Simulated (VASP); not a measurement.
# Si4C3 in VASP: further runs

Si4C3 is run at these levels: PBE; tasks: single point.

Program: VASP 6.6.1. These are calculated values, not measurements. Logs are shortened: lines on timing, memory, paths and dates and some standing lists are left out, and cuts for length are marked.

## (1) The cell of the first run

The cell holds a slab with vacuum, 7 atoms: a = 3.097 Å, b = 3.097 Å, c = 21.114 Å, α = 90.00°, β = 90.00°, γ = 120.00°.

## (2) Single point, PBE, collinear spin

Input file INCAR:

```
SYSTEM = Si4C3
PREC = Accurate
ENCUT = 520
EDIFF = 1E-7
ISMEAR = 0
SIGMA = 0.05
LREAL = .FALSE.
LASPH = .TRUE.
NELM = 150
ALGO = Normal
ISIF = 2
LWAVE = .FALSE.
LCHARG = .TRUE.
ISPIN = 2
MAGMOM = 0 0 0 0 0 0 2
LORBIT = 11
LDIPOL = .TRUE.
IDIPOL = 3
DIPOL = 0.5 0.5 0.358
GGA = PE
LELF = .TRUE.
LVHAR = .TRUE.
LVACPOTAV = .TRUE.
NBANDS = 27
```

Input file KPOINTS:

```
regular mesh
0
G
  9 9 1
  0 0 0
```

Input file POSCAR:

```
Si4C3
1.0
    3.0967389913      0.0000000000      0.0000000000
   -1.5483694956      2.6818546353      0.0000000000
    0.0000000000      0.0000000000     21.1135575009
C Si
3 4
Direct
    0.0000000000      0.0000000000      0.1894517302
    0.3333333333      0.6666666667      0.3092078063
    0.6666666667      0.3333333333      0.4307637748
    0.3333333333      0.6666666667      0.2193907492
    0.6666666667      0.3333333333      0.3368742035
    0.0000000000      0.0000000000      0.4553262756
    0.5000000000      0.3333333333      0.5652370122
```

Potentials or basis: VASP PAW PBE potentials, release 64 (C, Si).

Launch:

```console
$ cat potpaw_PBE.64/C/POTCAR potpaw_PBE.64/Si/POTCAR > POTCAR
$ mpirun -np 1 vasp_std > vasp.out
```

OUTCAR:

```text
SYSTEM = Si4C3
   PREC = Accurate
   ENCUT = 520
   EDIFF = 1E-7
   ISMEAR = 0
   LREAL = .FALSE.
   LASPH = .TRUE.
   NELM = 150
   ISIF = 2
   ISPIN = 2
   LORBIT = 11
   GGA = PE

 ion  position               nearest neighbor table
   1  0.000  0.000  0.189-   4 1.90   4 1.90   4 1.90
   2  0.333  0.667  0.309-   5 1.88   5 1.88   5 1.88   4 1.90
   3  0.667  0.333  0.431-   6 1.86   6 1.86   6 1.86   5 1.98
   4  0.333  0.667  0.219-   1 1.90   1 1.90   1 1.90   2 1.90   5 3.06   5 3.06   5 3.06
   5  0.667  0.333  0.337-   2 1.88   2 1.88   2 1.88   3 1.98   4 3.06   4 3.06   4 3.06   6 3.07
                             6 3.07   6 3.07
   6  0.000  0.000  0.455-   3 1.86   3 1.86   3 1.86   7 2.69   7 2.97   5 3.07   5 3.07   5 3.07

   7  0.500  0.333  0.565-   6 2.69   6 2.97

  LATTYP: Found a hexagonal cell.
 ALAT       =     3.0967389913
 C/A-ratio  =     6.8179971125

  Lattice vectors:

 A1 = (   3.0967389913,   0.0000000000,   0.0000000000)
 A2 = (  -1.5483694956,   2.6818546353,   0.0000000000)
 A3 = (   0.0000000000,   0.0000000000,  21.1135575009)

Analysis of symmetry for initial positions (statically):
=====================================================================
 Subroutine PRICEL returns:
 Original cell was already a primitive cell.

 Routine SETGRP: Setting up the symmetry group for a
 hexagonal supercell.

 Subroutine GETGRP returns: Found  1 space group operations
 (whereof  1 operations were pure point group operations)
 out of a pool of 24 trial point group operations.

The static configuration has the point symmetry C_1 .

Analysis of symmetry for dynamics (positions and initial velocities):
=====================================================================
 Subroutine PRICEL returns:
 Original cell was already a primitive cell.

 Routine SETGRP: Setting up the symmetry group for a
 hexagonal supercell.

 Subroutine GETGRP returns: Found  1 space group operations
 (whereof  1 operations were pure point group operations)
 out of a pool of 24 trial point group operations.

The dynamic configuration has the point symmetry C_1 .

Analysis of structural, dynamic, and magnetic symmetry:
=====================================================================
 Subroutine PRICEL returns:
 Original cell was already a primitive cell.

 Routine SETGRP: Setting up the symmetry group for a
 hexagonal supercell.

 Subroutine GETGRP returns: Found  1 space group operations
 (whereof  1 operations were pure point group operations)
 out of a pool of 24 trial point group operations.

The overall configuration has the point symmetry C_1 .

 Subroutine INISYM returns: Found  1 space group operations
 (whereof  1 operations are pure point group operations),
 and found     1 'primitive' translations

----------------------------------------------------------------------------------------

                                     Primitive cell

  volume of cell :     175.3482

  direct lattice vectors                    reciprocal lattice vectors
     3.096738991  0.000000000  0.000000000     0.322920337  0.186438144  0.000000000
    -1.548369496  2.681854635  0.000000000     0.000000000  0.372876287  0.000000000
     0.000000000  0.000000000 21.113557501     0.000000000  0.000000000  0.047362933

  length of vectors
     3.096738991  3.096738991 21.113557501     0.372876287  0.372876287  0.047362933

  position of ions in fractional coordinates (direct lattice)
     0.000000000  0.000000000  0.189451730
     0.333333333  0.666666667  0.309207806
     0.666666667  0.333333333  0.430763775
     0.333333333  0.666666667  0.219390749
     0.666666667  0.333333333  0.336874204
     0.000000000  0.000000000  0.455326276
     0.500000000  0.333333333  0.565237012

  ion indices of the primitive-cell ions
   primitive index   ion index
                 1           1
                 2           2
[... 60 lines left out ...]
   number of dos      NEDOS =    301   number of ions     NIONS =      7
   total plane-waves  NPLWV =  92160
   dimension x,y,z NGX =    24 NGY =   24 NGZ =  160
   dimension x,y,z NGXF=    48 NGYF=   48 NGZF=  320
   ions per type =               3   4
   NGX,Y,Z   is equivalent  to a cutoff of  12.88, 12.88, 12.60 a.u.
   NGXF,Y,Z  is equivalent  to a cutoff of  25.77, 25.77, 25.20 a.u.
 SYSTEM =  Si4C3
   PREC   = accura    normal or accurate (medium, high low for compatibility)
   ISTART =      0    job   : 0-new  1-cont  2-samecut
   ICHARG =      2    charge: 1-file 2-atom 10-const
   ISPIN  =      2    spin polarized calculation?
   LNONCOLLINEAR =      F non collinear calculations
   LSORBIT =      F    spin-orbit coupling
   LASPH  =      T    aspherical Exc in radial PAW
   ENCUT  =  520.0 eV  38.22 Ry    6.18 a.u.   5.76  5.76 39.26*2*pi/ulx,y,z
   NELM   =    150;   NELMIN=  2; NELMDL= -5     # of ELM steps
   EDIFF  = 0.1E-06   stopping-criterion for ELM
   LREAL  =      F    real-space projection
   EDIFFG = 0.1E-05   stopping-criterion for IOM
   NSW    =      0    number of steps for IOM
   IBRION =     -1    ionic relax: 0-MD 1-quasi-New 2-CG
   NFREE  =      0    steps in history (QN), initial steepest desc. (CG)
   ISIF   =      2    stress and relaxation
   ISYM   =      2    0-nonsym 1-usesym 2-fastsym
   POTIM  = 0.5000    time-step for ionic-motion
   TEBEG  =    0.0;   TEEND  =   0.0 temperature during run
   PSTRESS=    0.0 pullay stress
   NELECT =      28.0000    total number of electrons
   NUPDOWN=      -1.0000    fix difference up-down
   EMIN   =  10.00;   EMAX   =-10.00  energy-range for DOS
   EFERMI =   0.00;   METHOD = LEGACY
   ISMEAR =     0;   SIGMA  =   0.05  broadening in eV -4-tet -1-fermi 0-gaus
   EFERMI_NEDOS =   21; number of points for ismear=-14 and -15
   IALGO  =     38    algorithm
   IMIX   =      4    mixing-type and parameters
     AMIX     =   0.40;   BMIX     =  1.00
     AMIX_MAG =   1.60;   BMIX_MAG =  1.00
  volume/ion in A,a.u.               =      25.05       169.04
  Fermi-wavevector in a.u.,A,eV,Ry     =   0.888165  1.678389 10.732785  0.788837
  Thomas-Fermi vector in A             =   2.009559
   LORBIT       =     11    0 simple, 1 ext, 2 COOP (PROOUT), +10 PAW based schemes
   GGA     = PE    functional components
   LHFCALC =     F    Hartree Fock is set to
   AEXX    =    0.0000 exact exchange contribution
   IVDW    =     0    specifies the selected vdW correction
   LEPSILON=     F    determine dielectric tensor
   LRPA    =     F    only Hartree local field effects (RPA)
 spin polarized calculation
 Gauss-broadening in eV      SIGMA  =   0.05
  energy-cutoff  :      520.00
  volume of cell :      175.35
 maximum number of plane-waves:      4736
   NGX = 11   NGY = 11   NGZ = 79

 dipolmoment           0.000000      0.000000      0.130204 electrons x Angstroem

 number of electron      28.0000001 magnetization       0.1000006

 number of electron      28.0000001 magnetization      -0.8732961

 dipolmoment           0.000000      0.000000     -0.042569 electrons x Angstroem

 Free energy of the ion-electron system (eV)
  ---------------------------------------------------
  ext. energy  EPLUGINS =         0.00000000
  ---------------------------------------------------
  free energy    TOTEN  =       -46.20350956 eV

  energy without entropy =      -46.20158443  energy(sigma->0) =      -46.20254700

 E-fermi :   1.1778     XC(G=0):  -5.9406

 val. band max:        1.1585028097   @ k =   0.4444   0.1111   0.0000
 cond. band min:       1.1824040707   @ k =  -0.4444   0.2222   0.0000
 fundamental gap:      0.0239012610
 Fermi energy:         1.1777660648

 spin component 1

 k-point     1 :       0.0000    0.0000    0.0000
  band No.  band energies     occupation
      1     -15.1406      1.00000
      2     -13.8454      1.00000
      3     -11.6427      1.00000
      4      -8.9345      1.00000
      5      -6.5571      1.00000
      6      -3.8099      1.00000
[... 685 lines left out ...]
     25       9.0365      0.00000
     26       9.7086      0.00000

 [... further k-points ...]

 spin component 2

 k-point     1 :       0.0000    0.0000    0.0000
  band No.  band energies     occupation
      1     -15.1948      1.00000
      2     -13.9582      1.00000
      3     -12.0148      1.00000
      4      -8.9502      1.00000
      5      -6.7158      1.00000
      6      -4.0877      1.00000
[... 685 lines left out ...]
     25       8.9063      0.00000
     26       9.5419      0.00000

 [... further k-points ...]

 [bands above 26 left out]

------------------------ aborting loop because EDIFF is reached ----------------------------------------

  FORCE on cell =-STRESS in cart. coord.  units (eV):
  Direction    XX          YY          ZZ          XY          YZ          ZX
  --------------------------------------------------------------------------------------
  -------------------------------------------------------------------------------------
  Total       -1.3746643     -2.0280493      0.1500305     -0.1824323     -0.3660625     -1.4949357
  in kB      -12.5604729    -18.5305303      1.3708465     -1.6669061     -3.3447574    -13.6594066
  external PRESSURE =      -9.9067189 kB  Pullay stress =       0.0000000 kB

 VOLUME and BASIS-vectors are now :
 -----------------------------------------------------------------------------
  energy-cutoff  :      520.00
  volume of cell :      175.35
      direct lattice vectors                 reciprocal lattice vectors
     3.096738991  0.000000000  0.000000000     0.322920337  0.186438144  0.000000000
    -1.548369496  2.681854635  0.000000000     0.000000000  0.372876287  0.000000000
     0.000000000  0.000000000 21.113557501     0.000000000  0.000000000  0.047362933

 POSITION                                       TOTAL-FORCE (eV/Angst)
 -----------------------------------------------------------------------------------
      0.00000      0.00000      4.00000        -0.017976     -0.000240      2.581128
     -0.00000      1.78790      6.52848         0.022451      0.015745      0.368310
      1.54837      0.89395      9.09496         0.250182     -0.070600     -2.052674
     -0.00000      1.78790      4.63212         0.011010      0.006122     -3.232067
      1.54837      0.89395      7.11261         0.083285     -0.005510      0.538553
      0.00000      0.00000      9.61356         0.139635      0.200439      1.805284
      1.03225      0.89395     11.93416        -0.488586     -0.145955     -0.008533
 -----------------------------------------------------------------------------------
    total drift:                                0.000017      0.000004      0.000208

  FREE ENERGIE OF THE ION-ELECTRON SYSTEM (eV)
  ---------------------------------------------------
  free  energy   TOTEN  =       -46.2035095622 eV

  energy  without entropy=      -46.2015844279  energy(sigma->0) =      -46.20254700

 vacuum level on the upper side and lower side of the slab         5.987         6.915

 total charge

# of ion       s       p       d       tot
------------------------------------------
    1        0.864   1.529   0.000   2.393
    2        0.846   1.692   0.000   2.538
    3        0.851   1.675   0.000   2.526
    4        0.707   0.966   0.000   1.673
    5        0.713   0.948   0.000   1.661
    6        0.716   0.942   0.000   1.658
    7        0.907   0.576   0.000   1.484
--------------------------------------------------
tot          5.605   8.328   0.000  13.933

 magnetization (x)

# of ion       s       p       d       tot
------------------------------------------
    1       -0.045  -0.317   0.000  -0.363
    2       -0.007  -0.055   0.000  -0.062
    3        0.000  -0.013   0.000  -0.012
    4        0.003   0.009   0.000   0.012
    5        0.000  -0.003   0.000  -0.003
    6        0.002   0.004   0.000   0.006
    7       -0.000   0.005   0.000   0.005
--------------------------------------------------
tot         -0.047  -0.370   0.000  -0.417
```

Wall time 18 min (1 thread of Intel Xeon Platinum 8259CL at 2.50GHz (Skylake/Cascade Lake), shared host); peak memory 0.51 GiB.

Results:

```
Free energy                                           : -46.2035 eV
Largest force                                         : 3.232 eV/Å
Net moment                                            : -0.87 μB per cell
Site moments                                          : C -0.36, -0.06, -0.01; Si +0.01, -0.00 (each value once) μB
Valence electrons inside the program's atomic spheres : C 2.39, 2.54, 2.53; Si 1.67, 1.66, 1.48 (each value once)
```

Forces in eV/Å, atoms in the order of the input:
```
C   -0.018  0.000  2.581
C    0.022  0.016  0.368
C    0.250 -0.071 -2.053
Si   0.011  0.006 -3.232
Si   0.083 -0.006  0.539
Si   0.140  0.200  1.805
Si  -0.489 -0.146 -0.009
```

## (3) Single point, PBE, collinear spin

Input file INCAR:

```
SYSTEM = Si4C3
ALGO = Normal
DIPOL = 0.5 0.5 0.359
EDIFF = 1E-6
ENCUT = 520
GGA = PE
IDIPOL = 3
ISIF = 2
ISMEAR = 0
ISPIN = 2
LASPH = .TRUE.
LCHARG = .TRUE.
LDIPOL = .TRUE.
LELF = .TRUE.
LORBIT = 11
LREAL = .FALSE.
LVACPOTAV = .TRUE.
LVHAR = .TRUE.
LWAVE = .FALSE.
MAGMOM = 0 0 0 0 0 0 2
NBANDS = 27
NELM = 150
PREC = Accurate
SIGMA = 0.05
```

Input file KPOINTS:

```
k-points
0
G
  9 9 1
  0 0 0
```

POSCAR, as its differences from that of step 2:

```diff
@@ -14,2 +14,2 @@
     0.0000000000      0.0000000000      0.4553262756
-    0.5000000000      0.3333333333      0.5652370122
+    0.0000000000      0.1666666667      0.5696595506
```

Potentials or basis: VASP PAW PBE potentials, release 64 (C, Si).

Launch:

```console
$ cat potpaw_PBE.64/C/POTCAR potpaw_PBE.64/Si/POTCAR > POTCAR
$ mpirun -np 1 vasp_std > vasp.out
```

It took 7.3 min on 1 thread of Intel Xeon 6975P-C (Granite Rapids), shared host; peak memory 0.51 GiB.

The run converged. Its results:

- Free energy: -46.4278 eV
- Largest force: 3.108 eV/Å
- Band gap on the k mesh: zero (filled and empty bands overlap)
- Net moment: 0.00 μB per cell
- Valence electrons inside the program's atomic spheres: C 2.38, 2.54, 2.53; Si 1.66, 1.69, 1.51 (each value once)

Forces in eV/Å, atoms in the order of the input:
```
C    0.015 -0.015  2.386
C   -0.026  0.032  0.396
C   -0.070  0.022 -1.713
Si  -0.005  0.010 -3.108
Si  -0.017  0.017  0.722
Si  -0.106  0.253  1.307
Si   0.210 -0.319  0.010
```

Levels at points of the mesh, in eV from the Fermi level:
Spin up:
```tsv
k point	band 12	band 13	band 14	band 15	band 16	band 17
(0.00, 0.00, 0.00)	-0.27	0.04	0.05	3.65	4.63	5.22
```
Spin down:
| k point | band 11 | band 12 | band 13 | band 14 | band 15 | band 16 | band 17 | band 18 |
| --- | --- | --- | --- | --- | --- | --- | --- | --- |
| (0.00, 0.00, 0.00) | -1.48 | -0.27 | 0.04 | 0.05 | 3.65 | 4.63 | 5.23 | 5.74 |
